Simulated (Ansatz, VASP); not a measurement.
**WS2 in VASP and in Ansatz**

```
CELL_PARAMETERS angstrom
3.22510 0.00000 0.00000
-1.61255 2.79302 0.00000
0.00000 0.00000 23.98023
ATOMIC_POSITIONS crystal
W 0.66667 0.33333 0.36268
W 0.33333 0.66667 0.63732
S 0.66667 0.33333 0.70318
S 0.33333 0.66667 0.42856
S 0.66667 0.33333 0.57144
S 0.33333 0.66667 0.29682
```

Change from the starting cell: volume scaled by 1.04.

Alike in both runs: task single point; functional PBEsol; k mesh 10 × 10 × 2; occupations fermi-dirac, width 0.05 eV; no spin polarisation.

```csv
,VASP,Ansatz
version,VASP 6.6.1,Ansatz 0.2.0
potentials or method,"VASP PAW PBE potentials, release 64 (W_sv, S), cutoff 520 eV","all-electron LAPW, scalar-relativistic"
```

Ansatz gave:

| Property | Result |
| --- | --- |
| gap on the k mesh at the Fermi level (eV) | 1.59 |
| least direct gap on the mesh (eV) | 2.01 |
| rms of the force components (eV/Å) | 0.357 |

Problem. What did VASP give for the same quantities?

Solution. gap on the k mesh at the Fermi level (eV): 1.60; least direct gap on the mesh (eV): 2.01; rms of the force components (eV/Å): 0.349.

VASP's potentials were made for PBE, not for PBEsol. Atom by atom the forces differ by 0.007 eV/Å (rms over components). Ansatz ran all-electron here, and VASP with PAW potentials.

Neither program's run includes spin-orbit coupling.
